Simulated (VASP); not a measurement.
# W: relaxation of cell and atoms with PBE

The system is W.

```
CELL_PARAMETERS angstrom
-1.58516 1.58516 1.58516
1.58516 -1.58516 1.58516
1.58516 1.58516 -1.58516
ATOMIC_POSITIONS crystal
W 0.00000 0.00000 0.00000
```

```yaml
Program: VASP 6.6.1
Task: relaxation of cell and atoms
Functional: PBE
Potentials_or_basis: VASP PAW PBE potentials, release 64 (W_sv)
Cutoff: 600 eV
k_mesh: 18 × 18 × 18
Occupations: gaussian, width 0.1 eV
Spin: no spin polarisation
Dipole_correction: no
Further_INCAR_settings: ALGO = Fast; EDIFF = 1e-06; IBRION = 2; EDIFFG = -0.005; NSW = 100; ISIF = 3
```

```json
{"Relaxed volume": "16.16 Å³/atom", "Relaxed cell": "a = 2.759 Å, b = 2.759 Å, c = 2.759 Å, α = 109.47°, β = 109.47°, γ = 109.47°", "Space group after relaxing (to 0.05 Å)": "Im-3m (No. 229)", "Energy gained by relaxing": "3.2 meV/atom", "Ionic steps": "4", "Pressure after relaxing": "0.0 GPa", "Band gap on the k mesh": "zero (band 7 reaches 16.20 eV, above the bottom of band 8 at 9.97 eV)"}
```

Step by step:
| step | energy change (eV) | largest force (eV/Å) | pressure (GPa) | volume (Å³) |
| --- | --- | --- | --- | --- |
| 1 | 0.0000 | 0.0000 | 4.54 | 15.93 |
| 2 | 0.0345 | 0.0000 | -13.76 | 17.00 |
| 3 | -0.0032 | 0.0000 | -0.10 | 16.17 |
| 4 | -0.0032 | 0.0000 | -0.02 | 16.16 |

Final structure:
```
W
1.0
    -1.59270    1.59270    1.59270
     1.59270   -1.59270    1.59270
     1.59270    1.59270   -1.59270
W
1
Direct
  0.00000 0.00000 0.00000
```

Levels at points of the mesh, in eV from the Fermi level:
```
           k point  band 3  band 4  band 5  band 6  band 7  band 8  band 9  band 10  band 11
(0.00, 0.00, 0.00)  -37.79  -37.79   -9.53   -1.19   -1.19   -1.19    2.22     2.22    14.47
(0.50, 0.00, 0.00)  -38.19  -37.80   -6.15   -3.47    0.61    2.10    3.06     5.98    10.78
(0.50, 0.50, 0.50)  -38.64  -38.64   -5.68   -5.68    5.03    5.03    5.03     8.09     8.09
```

Wall time 63 s on 1 thread of AMD EPYC 9R45 (Zen 5), with other jobs on the host, peak memory 0.15 GiB.

Caveat: spin-orbit coupling is left out, which moves the levels of the heavy elements.
